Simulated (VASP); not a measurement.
SiSb2: single point with PBE

SiSb2:

```xyz
6
Lattice="3.9663 0.0000 0.0000 0.0000 3.9663 0.0000 0.0000 0.0000 10.6860" Properties=species:S:1:pos:R:3 pbc="T T T"
Si    0.0000    0.0000    0.0000
Si    1.9832    1.9832    5.3430
Sb    0.0000    1.9832    1.7158
Sb    0.0000    1.9832    7.0588
Sb    1.9832    0.0000    3.6272
Sb    1.9832    0.0000    8.9702
```

```yaml
Program: VASP 6.6.1
Task: single point
Functional: PBE
Potentials_or_basis: VASP PAW PBE potentials, release 64 (Si, Sb)
Cutoff: 520 eV
k_mesh: 10 × 10 × 4
Occupations: gaussian, width 0.1 eV
Spin: no spin polarisation
```

```
Pressure               : 0.1 GPa
Largest force          : 0.038 eV/Å
Band gap on the k mesh : zero (bands 14 and 15 overlap by 2.38 eV)
```

Forces in eV/Å, atoms in the order of the input:
```
Si   0.000  0.000  0.000
Si   0.000  0.000  0.000
Sb   0.000  0.000  0.038
Sb   0.000  0.000  0.038
Sb   0.000  0.000 -0.038
Sb   0.000  0.000 -0.038
```

Stress tensor (GPa, compression positive):
```
0.11 0.00 0.00
0.00 0.11 0.00
0.00 0.00 0.20
```

Levels at points of the mesh, in eV from the Fermi level:
```
           k point  band 12  band 13  band 14  band 15  band 16  band 17
(0.00, 0.00, 0.00)    -0.63    -0.63    -0.07     1.54     1.78     2.01
(0.50, 0.00, 0.00)    -1.09     0.59     0.59     1.10     1.10     2.18
(0.50, 0.50, 0.00)    -2.84    -1.79    -1.79    -0.90    -0.90     1.43
(0.00, 0.00, 0.50)    -0.57     0.13     0.13     1.25     1.25     1.36
(0.50, 0.00, 0.50)    -1.09    -0.81    -0.81     1.09     1.09     2.68
(0.50, 0.50, 0.50)    -2.49    -2.25    -2.25    -1.79    -1.79     2.78
```

Run time: 3.5 min on 1 thread of Intel(R) Xeon(R) Platinum 8259CL CPU @ 2.50GHz (Skylake/Cascade Lake), with other jobs on the host, peak memory 0.36 GiB.

Caveat: spin-orbit coupling is left out, which moves the levels of the heavy elements.
